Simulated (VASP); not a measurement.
A run of VASP 6.6.1:

File INCAR:

```
PREC = Accurate
ENCUT = 520
EDIFF = 1E-7
ISMEAR = -1
SIGMA = 0.02
LREAL = False
LASPH = True
NELM = 100
ALGO = Normal
ISIF = 2
LWAVE = False
LCHARG = False
GGA = PE
NBANDS = 17
```

Contents of KPOINTS:

```
regular mesh
0
Gamma
  9 9 9
```

The input POSCAR:

```
SnSe
1.0
    0.0000000000      3.0100000000      3.0100000000
    3.0100000000      0.0000000000      3.0100000000
    3.0100000000      3.0100000000      0.0000000000
Sn Se
1 1
Direct
    0.0000000000      0.0000000000      0.0000000000
    0.5000000000      0.5000000000      0.5000000000
```

Potentials or basis: VASP PAW PBE potentials, release 64 (Sn_d, Se).

Command:

```console
$ cat potpaw_PBE.64/Sn_d/POTCAR potpaw_PBE.64/Se/POTCAR > POTCAR
$ mpirun -np 1 vasp_std > vasp.out
```

Hardware: 1 thread of Intel(R) Xeon(R) 6975P-C (Granite Rapids), with other jobs on the host.

Task: Estimate the wall time of this run.

Result: Run time: 15 s on 1 thread of Intel(R) Xeon(R) 6975P-C (Granite Rapids), with other jobs on the host, peak memory 0.19 GiB. Counts: scf iterations 13, k points 35.
